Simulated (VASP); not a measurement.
# Rb (P6_3/mmc) in VASP: further runs

Rb is run at these levels: LDA; tasks: single point.

All numbers are computed with VASP 6.6.1; they aren't measurements. Logs are shortened: lines on timing, memory, paths and dates and some standing lists are left out, and cuts for length are marked.

## (1) The cell of the first run

Symmetry: P6_3/mmc, No. 194, hexagonal system. Conventional cell: a = 4.250 Å, b = 4.250 Å, c = 6.986 Å, α = 90.00°, β = 90.00°, γ = 120.00°. Rb (site symmetry -6m2) has 12 Rb at 4.25 to 4.27 Å within 5.6 Å.

## (2) Single point, LDA (volume scaled by 0.7)

INCAR reads:

```
SYSTEM = Rb
  ALGO = Normal
  EDIFF = 1E-6
  ENCUT = 520
  ISIF = 2
  ISMEAR = -1
  LASPH = .True.
  LCHARG = .False.
  LREAL = .False.
  LWAVE = .False.
  NBANDS = 16
  NELM = 80
  PREC = Accurate
  SIGMA = 0.1
```

KPOINTS reads:

```
k-points
0
Gamma
  9 9 5
  0 0 0
```

POSCAR reads:

```
Rb
1.0
    4.2502457240      0.0000000000      0.0000000000
   -2.1251228620      3.6808207693      0.0000000000
    0.0000000000      0.0000000000      6.9862855379
Rb
2
Direct
    0.3333333333      0.6666666667      0.2500000000
    0.6666666667      0.3333333333      0.7500000000
```

Potentials or basis: VASP PAW LDA potentials, release 64 (Rb_sv).

Launch:

```sh
$ cat potpaw_LDA.64/Rb_sv/POTCAR > POTCAR
$ mpirun -np 1 vasp_std > vasp.out
```

OUTCAR:

```text
SYSTEM = Rb
   EDIFF = 1E-6
   ENCUT = 520
   ISIF = 2
   ISMEAR = -1
   LASPH = .True.
   LREAL = .False.
   NELM = 80
   PREC = Accurate

 ion  position               nearest neighbor table
   1  0.333  0.667  0.250-   2 4.27   2 4.27   2 4.27   2 4.27   2 4.27   2 4.27
   2  0.667  0.333  0.750-   1 4.27   1 4.27   1 4.27   1 4.27   1 4.27   1 4.27

  LATTYP: Found a hexagonal cell.
 ALAT       =     4.2502457240
 C/A-ratio  =     1.6437368547

  Lattice vectors:

 A1 = (   4.2502457240,   0.0000000000,   0.0000000000)
 A2 = (  -2.1251228620,   3.6808207693,   0.0000000000)
 A3 = (   0.0000000000,   0.0000000000,   6.9862855379)

Analysis of symmetry for initial positions (statically):
=====================================================================
 Subroutine PRICEL returns:
 Original cell was already a primitive cell.

 Routine SETGRP: Setting up the symmetry group for a
 hexagonal supercell.

 Subroutine GETGRP returns: Found 24 space group operations
 (whereof 12 operations were pure point group operations)
 out of a pool of 24 trial point group operations.

The static configuration has the point symmetry D_3d.
 The point group associated with its full space group is D_6h.

Analysis of symmetry for dynamics (positions and initial velocities):
=====================================================================
 Subroutine PRICEL returns:
 Original cell was already a primitive cell.

 Routine SETGRP: Setting up the symmetry group for a
 hexagonal supercell.

 Subroutine GETGRP returns: Found 24 space group operations
 (whereof 12 operations were pure point group operations)
 out of a pool of 24 trial point group operations.

The dynamic configuration has the point symmetry D_3d.
 The point group associated with its full space group is D_6h.

 Subroutine INISYM returns: Found 24 space group operations
 (whereof 12 operations are pure point group operations),
 and found     1 'primitive' translations

----------------------------------------------------------------------------------------

                                     Primitive cell

  volume of cell :     109.2962

  direct lattice vectors                    reciprocal lattice vectors
     4.250245724  0.000000000  0.000000000     0.235280514  0.135839268  0.000000000
    -2.125122862  3.680820769  0.000000000     0.000000000  0.271678537  0.000000000
     0.000000000  0.000000000  6.986285538     0.000000000  0.000000000  0.143137579

  length of vectors
     4.250245724  4.250245724  6.986285538     0.271678537  0.271678537  0.143137579

  position of ions in fractional coordinates (direct lattice)
     0.333333333  0.666666667  0.250000000
     0.666666667  0.333333333  0.750000000

  ion indices of the primitive-cell ions
   primitive index   ion index
                 1           1
                 2           2

----------------------------------------------------------------------------------------

 KPOINTS: k-points

Automatic generation of k-mesh.
 Grid dimensions read from file:
 generate k-points for:    9    9    5

 Generating k-lattice:

  Cartesian coordinates                     Fractional coordinates (reciprocal lattice)
     0.026142279  0.015093252  0.000000000     0.111111111  0.000000000  0.000000000
     0.000000000  0.030186504  0.000000000     0.000000000  0.111111111  0.000000000
     0.000000000  0.000000000  0.028627516     0.000000000  0.000000000  0.200000000

  Length of vectors
     0.030186504  0.030186504  0.028627516

  Shift w.r.t. Gamma in fractional coordinates (k-lattice)
     0.000000000  0.000000000  0.000000000

 Subroutine IBZKPT returns following result:
 ===========================================

 Found     36 irreducible k-points:

 Following reciprocal coordinates:
            Coordinates               Weight
  0.000000  0.000000  0.000000      1.000000
  0.111111 -0.000000  0.000000      6.000000
  0.222222 -0.000000  0.000000      6.000000
  0.333333 -0.000000  0.000000      6.000000
  0.444444 -0.000000  0.000000      6.000000
  0.111111  0.111111  0.000000      6.000000
[... 16 lines left out ...]
  0.333333  0.222222  0.200000     24.000000
  0.333333  0.333333  0.200000      4.000000
 [... further k-points ...]
   k-points           NKPTS =     36   k-points in BZ     NKDIM =     36   number of bands    NBANDS=     16
   number of dos      NEDOS =    301   number of ions     NIONS =      2
   total plane-waves  NPLWV =  55296
   dimension x,y,z NGX =    32 NGY =   32 NGZ =   54
   dimension x,y,z NGXF=    64 NGYF=   64 NGZF=  108
   ions per type =               2
   NGX,Y,Z   is equivalent  to a cutoff of  12.52, 12.52, 12.85 a.u.
   NGXF,Y,Z  is equivalent  to a cutoff of  25.03, 25.03, 25.70 a.u.
 SYSTEM =  Rb
   PREC   = accura    normal or accurate (medium, high low for compatibility)
   ISTART =      0    job   : 0-new  1-cont  2-samecut
   ICHARG =      2    charge: 1-file 2-atom 10-const
   ISPIN  =      1    spin polarized calculation?
   LNONCOLLINEAR =      F non collinear calculations
   LSORBIT =      F    spin-orbit coupling
   LASPH  =      T    aspherical Exc in radial PAW
   ENCUT  =  520.0 eV  38.22 Ry    6.18 a.u.   7.90  7.90 12.99*2*pi/ulx,y,z
   NELM   =     80;   NELMIN=  2; NELMDL= -5     # of ELM steps
   EDIFF  = 0.1E-05   stopping-criterion for ELM
   LREAL  =      F    real-space projection
   EDIFFG = 0.1E-04   stopping-criterion for IOM
   NSW    =      0    number of steps for IOM
   IBRION =     -1    ionic relax: 0-MD 1-quasi-New 2-CG
   NFREE  =      0    steps in history (QN), initial steepest desc. (CG)
   ISIF   =      2    stress and relaxation
   ISYM   =      2    0-nonsym 1-usesym 2-fastsym
   POTIM  = 0.5000    time-step for ionic-motion
   TEBEG  =    0.0;   TEEND  =   0.0 temperature during run
   PSTRESS=    0.0 pullay stress
   NELECT =      18.0000    total number of electrons
   NUPDOWN=      -1.0000    fix difference up-down
   EMIN   =  10.00;   EMAX   =-10.00  energy-range for DOS
   EFERMI =   0.00;   METHOD = LEGACY
   ISMEAR =    -1;   SIGMA  =   0.10  broadening in eV -4-tet -1-fermi 0-gaus
   EFERMI_NEDOS =   21; number of points for ismear=-14 and -15
   IALGO  =     38    algorithm
   IMIX   =      4    mixing-type and parameters
     AMIX     =   0.40;   BMIX     =  1.00
     AMIX_MAG =   1.60;   BMIX_MAG =  1.00
  volume/ion in A,a.u.               =      54.65       368.78
  Fermi-wavevector in a.u.,A,eV,Ry     =   0.897354  1.695754 10.956022  0.805245
  Thomas-Fermi vector in A             =   2.019928
   LORBIT       =      0    0 simple, 1 ext, 2 COOP (PROOUT), +10 PAW based schemes
   GGA     = CA    functional components
   LHFCALC =     F    Hartree Fock is set to
   AEXX    =    0.0000 exact exchange contribution
   IVDW    =     0    specifies the selected vdW correction
   LEPSILON=     F    determine dielectric tensor
   LRPA    =     F    only Hartree local field effects (RPA)
 non-spin polarized calculation
  energy-cutoff  :      520.00
  volume of cell :      109.30
 maximum number of plane-waves:      2970
 NGX is ok and might be reduce to    32
   NGX = 15   NGY = 15   NGZ = 25

 number of electron      18.0000000 magnetization

 Free energy of the ion-electron system (eV)
  ---------------------------------------------------
  ext. energy  EPLUGINS =         0.00000000
  ---------------------------------------------------
  free energy    TOTEN  =        -1.89243766 eV

  energy without entropy =       -1.83901341  energy(sigma->0) =       -1.86572553

 E-fermi :   1.2492     XC(G=0):  -7.1494

 val. band max:        1.2403678135   @ k =   0.1111   0.1111   0.2000
 cond. band min:       1.3262556176   @ k =   0.1111  -0.0000   0.0000
 fundamental gap:      0.0858878041
 Fermi energy:         1.2491915856

 k-point     1 :       0.0000    0.0000    0.0000
  band No.  band energies     occupation
      1     -27.4490      2.00000
      2     -27.4096      2.00000
      3     -11.9000      2.00000
      4     -11.4598      2.00000
      5     -11.4598      2.00000
      6     -11.4029      2.00000
[... 8 lines left out ...]
     15       5.5637      0.00000
     16       5.5637      0.00000

 k-point     2 :       0.1111   -0.0000    0.0000
  band No.  band energies     occupation
      1     -27.4447      2.00000
      2     -27.4074      2.00000
      3     -11.8798      2.00000
      4     -11.5072      2.00000
      5     -11.4741      2.00000
      6     -11.4493      2.00000
[... 8 lines left out ...]
     15       5.3818      0.00000
     16       5.7373      0.00000

 k-point     3 :       0.2222   -0.0000    0.0000
  band No.  band energies     occupation
      1     -27.4336      2.00000
      2     -27.4022      2.00000
      3     -11.8243      2.00000
      4     -11.6275      2.00000
      5     -11.5672      2.00000
      6     -11.5084      2.00000
[... 8 lines left out ...]
     15       5.4719      0.00000
     16       5.7308      0.00000

 k-point     4 :       0.3333   -0.0000    0.0000
  band No.  band energies     occupation
      1     -27.4200      2.00000
      2     -27.3973      2.00000
      3     -11.7632      2.00000
      4     -11.7491      2.00000
      5     -11.6910      2.00000
      6     -11.5455      2.00000
[... 8 lines left out ...]
     15       5.0843      0.00000
     16       6.5043      0.00000

 k-point     5 :       0.4444   -0.0000    0.0000
  band No.  band energies     occupation
      1     -27.4097      2.00000
      2     -27.3953      2.00000
      3     -11.8501      2.00000
      4     -11.7677      2.00000
      5     -11.6828      2.00000
      6     -11.5688      2.00000
[... 8 lines left out ...]
     15       4.8782      0.00000
     16       7.1022      0.00000

 k-point     6 :       0.1111    0.1111    0.0000
  band No.  band energies     occupation
      1     -27.4370      2.00000
      2     -27.4038      2.00000
      3     -11.8419      2.00000
      4     -11.5772      2.00000
      5     -11.5527      2.00000
      6     -11.4833      2.00000
[... 8 lines left out ...]
     15       5.5292      0.00000
     16       5.5959      0.00000

 k-point     7 :       0.2222    0.1111    0.0000
  band No.  band energies     occupation
      1     -27.4246      2.00000
      2     -27.3987      2.00000
      3     -11.7760      2.00000
      4     -11.6964      2.00000
      5     -11.6561      2.00000
      6     -11.5339      2.00000
[... 8 lines left out ...]
     15       5.0241      0.00000
     16       6.0695      0.00000

 k-point     8 :       0.3333    0.1111    0.0000
  band No.  band energies     occupation
      1     -27.4123      2.00000
      2     -27.3956      2.00000
      3     -11.8053      2.00000
      4     -11.7343      2.00000
      5     -11.7015      2.00000
      6     -11.5810      2.00000
[... 8 lines left out ...]
     15       4.6855      0.00000
     16       6.5562      0.00000

 k-point     9 :       0.4444    0.1111    0.0000
  band No.  band energies     occupation
      1     -27.4066      2.00000
      2     -27.3953      2.00000
      3     -11.8474      2.00000
      4     -11.7647      2.00000
      5     -11.6599      2.00000
      6     -11.5993      2.00000
[... 8 lines left out ...]
     15       4.5688      0.00000
     16       6.9385      0.00000
[... 172 lines left out ...]
 k-point    19 :       0.2222    0.1111    0.2000
  band No.  band energies     occupation
      1     -27.4221      2.00000
      2     -27.4012      2.00000
      3     -11.7860      2.00000
      4     -11.6901      2.00000
      5     -11.6382      2.00000
      6     -11.5360      2.00000
[... 8 lines left out ...]
     15       4.9816      0.00000
     16       5.9965      0.00000

 k-point    20 :       0.3333    0.1111    0.2000
  band No.  band energies     occupation
      1     -27.4107      2.00000
      2     -27.3972      2.00000
      3     -11.8296      2.00000
      4     -11.7680      2.00000
      5     -11.6468      2.00000
      6     -11.5723      2.00000
[... 8 lines left out ...]
     15       4.7466      0.00000
     16       6.4127      0.00000

 k-point    21 :       0.4444    0.1111    0.2000
  band No.  band energies     occupation
      1     -27.4055      2.00000
      2     -27.3963      2.00000
      3     -11.8643      2.00000
      4     -11.7955      2.00000
      5     -11.6345      2.00000
      6     -11.5755      2.00000
[... 8 lines left out ...]
     15       4.8086      0.00000
     16       6.7385      0.00000

 k-point    22 :       0.2222    0.2222    0.2000
  band No.  band energies     occupation
      1     -27.4117      2.00000
      2     -27.3974      2.00000
      3     -11.7832      2.00000
      4     -11.7649      2.00000
      5     -11.6338      2.00000
      6     -11.6010      2.00000
[... 8 lines left out ...]
     15       4.2775      0.00000
     16       6.4055      0.00000

 k-point    23 :       0.3333    0.2222    0.2000
  band No.  band energies     occupation
      1     -27.4035      2.00000
      2     -27.3963      2.00000
      3     -11.8135      2.00000
      4     -11.7682      2.00000
      5     -11.6716      2.00000
      6     -11.5981      2.00000
[... 8 lines left out ...]
     15       4.6237      0.00000
     16       6.4958      0.00000

 k-point    24 :       0.3333    0.3333    0.2000
  band No.  band energies     occupation
      1     -27.3982      2.00000
      2     -27.3982      2.00000
      3     -11.7610      2.00000
      4     -11.7456      2.00000
      5     -11.7456      2.00000
      6     -11.6387      2.00000
[... 8 lines left out ...]
     15       4.7907      0.00000
     16       6.7389      0.00000

 [... further k-points ...]

------------------------ aborting loop because EDIFF is reached ----------------------------------------

  FORCE on cell =-STRESS in cart. coord.  units (eV):
  Direction    XX          YY          ZZ          XY          YZ          ZX
  --------------------------------------------------------------------------------------
  -------------------------------------------------------------------------------------
  Total        1.5990799      1.5990799      1.5910467      0.0000000     -0.0000000      0.0000000
  in kB       23.4409771     23.4409771     23.3232184      0.0000000     -0.0000000      0.0000000
  external PRESSURE =      23.4017242 kB  Pullay stress =       0.0000000 kB

 VOLUME and BASIS-vectors are now :
 -----------------------------------------------------------------------------
  energy-cutoff  :      520.00
  volume of cell :      109.30
      direct lattice vectors                 reciprocal lattice vectors
     4.250245724  0.000000000  0.000000000     0.235280514  0.135839268  0.000000000
    -2.125122862  3.680820769  0.000000000     0.000000000  0.271678537  0.000000000
     0.000000000  0.000000000  6.986285538     0.000000000  0.000000000  0.143137579

 POSITION                                       TOTAL-FORCE (eV/Angst)
 -----------------------------------------------------------------------------------
     -0.00000      2.45388      1.74657         0.000000     -0.000000      0.000000
      2.12512      1.22694      5.23971         0.000000      0.000000      0.000000
 -----------------------------------------------------------------------------------
    total drift:                                0.000000     -0.000000      0.000000

  FREE ENERGIE OF THE ION-ELECTRON SYSTEM (eV)
  ---------------------------------------------------
  free  energy   TOTEN  =        -1.8924376560 eV

  energy  without entropy=       -1.8390134135  energy(sigma->0) =       -1.86572553
```

Run time: 16 s. Hardware: 1 thread of Intel Xeon 6975P-C (Granite Rapids), shared host; peak memory 0.2 GiB.

What came out:

```
Free energy            : -1.8924 eV
Pressure               : 2.3 GPa
Band gap on the k mesh : zero (band 9 reaches 2.29 eV, above the bottom of band 10 at -0.03 eV)
```

Levels at points of the mesh, in eV from the Fermi level:
```csv
k point,band 7,band 8,band 9,band 10,band 11,band 12
"(0.00, 0.00, 0.00)",-12.65,-12.65,-2.72,-0.14,1.28,3.74
```

Caveat: the cell differs from its parent crystal (volume scaled by 0.7).

## (3) Single point, LDA (volume scaled by 0.7)

INCAR reads:

```
  PREC = Accurate
  ENCUT = 520
  EDIFF = 1E-6
  ISMEAR = -1
  SIGMA = 0.1
  LREAL = F
  LASPH = T
  NELM = 100
  ALGO = Normal
  ISIF = 2
  LWAVE = F
  LCHARG = F
  GGA = CA
  NBANDS = 16
```

KPOINTS reads:

```
Automatic mesh
0
Gamma
  9 9 5
```

POSCAR is that of step 2.

Potentials or basis: VASP PAW LDA potentials, release 64 (Rb_sv).

Launch:

```sh
$ cat potpaw_LDA.64/Rb_sv/POTCAR > POTCAR
$ mpirun -np 1 vasp_std > vasp.out
```

Run time: 15 s. Hardware: 1 thread of Intel Xeon 6975P-C (Granite Rapids), shared host; peak memory 0.2 GiB.

The run converged. Its results:

- Free energy: -1.8924 eV
- Pressure: 2.3 GPa
- Band gap on the k mesh: zero (band 9 reaches 2.29 eV, above the bottom of band 10 at -0.03 eV)

Levels at points of the mesh, in eV from the Fermi level:
| k point | band 6 | band 7 | band 8 | band 9 | band 10 | band 11 | band 12 | band 13 |
| --- | --- | --- | --- | --- | --- | --- | --- | --- |
| (0.00, 0.00, 0.00) | -12.65 | -12.65 | -12.65 | -2.72 | -0.14 | 1.28 | 3.74 | 3.74 |

Caveat: the cell differs from its parent crystal (volume scaled by 0.7).

## (4) Single point, LDA

This run uses another cell than the first one, of 62.45 Å³/atom, 1.143 times its volume.

INCAR reads:

```
SYSTEM = Rb
ALGO = Normal
EDIFF = 1E-7
ENCUT = 520
GGA = CA
ISIF = 2
ISMEAR = -1
LASPH = .True.
LCHARG = .False.
LREAL = .False.
LWAVE = .False.
NBANDS = 16
NELM = 80
PREC = Accurate
SIGMA = 0.1
```

KPOINTS reads:

```
k-points
0
Gamma
  9 9 5
  0 0 0
```

POSCAR reads:

```
Rb
1.0
    4.4436995562      0.0000000000      0.0000000000
   -2.2218497781      3.8483567024      0.0000000000
    0.0000000000      0.0000000000      7.3042727317
Rb
2
Direct
    0.3333333333      0.6666666667      0.2500000000
    0.6666666667      0.3333333333      0.7500000000
```

Launch:

```sh
$ cat potpaw_LDA.64/Rb_sv/POTCAR > POTCAR
$ mpirun -np 1 vasp_std > vasp.out
```

Wall time 23 s (1 thread of Intel Xeon 6975P-C (Granite Rapids), shared host); peak memory 0.22 GiB.

The run converged. Its results:

```
Free energy            : -2.0586 eV
Pressure               : 1.2 GPa
Band gap on the k mesh : zero (band 9 reaches 1.82 eV, above the bottom of band 10 at -0.45 eV)
```

Levels at points of the mesh, in eV from the Fermi level:
```csv
k point,band 7,band 8,band 9,band 10,band 11,band 12
"(0.00, 0.00, 0.00)",-12.70,-12.70,-2.53,-0.06,1.05,3.67
```
